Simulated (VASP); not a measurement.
Runs of VASP 6.6.1 on SnTe. The structure is that of space group Fm-3m (No. 225), or close to it. The cells are those of the table. 

| level | cell | k mesh | cutoff (eV) | gap on the mesh (eV) | pressure (GPa) |
| --- | --- | --- | --- | --- | --- |
| r2SCAN | a = 4.505 Å, angles 60.0°, 2 atoms | 10 × 10 × 10 | 550 | (a) | 0.0 |
| r2SCAN | a = 4.526 Å, angles 60.0°, 2 atoms | 10 × 10 × 10 | 550 | 0.17 | (b) |
| PBE | a = 4.498 Å, angles 60.0°, 2 atoms | 6 × 6 × 6 | 500 | 0.01 | 0.9 |
| PBE | a = 4.507 Å, angles 60.0°, 2 atoms | 6 × 6 × 6 | 500 | none | 0.6 |
| r2SCAN | a = 4.535 Å, angles 60.0°, 2 atoms | 10 × 10 × 10 | 550 | (c) | -0.8 |

Alike in all rows: task single point; potentials or basis VASP PAW PBE potentials, release 64 (Sn_d, Te); no spin polarisation; smearing gaussian 0.05 eV.

Fill in the values left out.

(a) 0.13; (b) -0.6; (c) 0.19.

Caveats: semilocal functionals underestimate gaps, and a narrow one can read as zero; spin-orbit coupling is left out, which moves the levels of the heavy elements; the PAW data sets were made with another functional, which shifts forces and pressure a little (at least some runs).

A k mesh can miss the band edges, and the runs leave out spin-orbit coupling on Sn, Te.

A gap of «none» marks levels without a gap at the run's occupations.
